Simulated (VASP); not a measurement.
Runs of VASP 6.6.1 on Mg2ZnO3. The structure is trigonal, space group P-3m1 (No. 164). The conventional cell has a = 3.033 Å, b = 3.033 Å, c = 7.403 Å, α = 90.00°, β = 90.00°, γ = 120.00°. Mg (site symmetry 3m) has 6 O at 2.12 to 2.14 Å within 2.8 Å. Zn (site symmetry -3m) has 6 O at 2.17 Å within 2.9 Å. Within 2.8 Å of O (site symmetry 3m) lie 3 Mg at 2.12 Å and 3 Zn at 2.17 Å. O (site symmetry -3m) has 6 Mg at 2.14 Å within 2.8 Å. 

| U | gap on the mesh (eV) | pressure (GPa) | largest force (eV/Å) |
| --- | --- | --- | --- |
| Zn d U = 8.0 eV | 3.22 | -18.5 | 0.84 |
| Zn d U = 4.0 eV | (c) | (a) | 0.45 |
| Zn d U = 2.0 eV | 2.95 | -14.0 | 0.29 |
| Zn d U = 6.0 eV | 3.14 | (b) | 0.63 |

Alike in all rows: task single point; level LDA+U; potentials or basis VASP PAW LDA potentials, release 64 (Mg, Zn, O); no spin polarisation; cell as given; k mesh 12 × 12 × 4; cutoff (eV) 520; smearing gaussian 0.01 eV.

Question: Estimate the missing entries.

Answer: (a) -15.4; (b) -16.8; (c) 3.05.

A k mesh can miss the band edges.
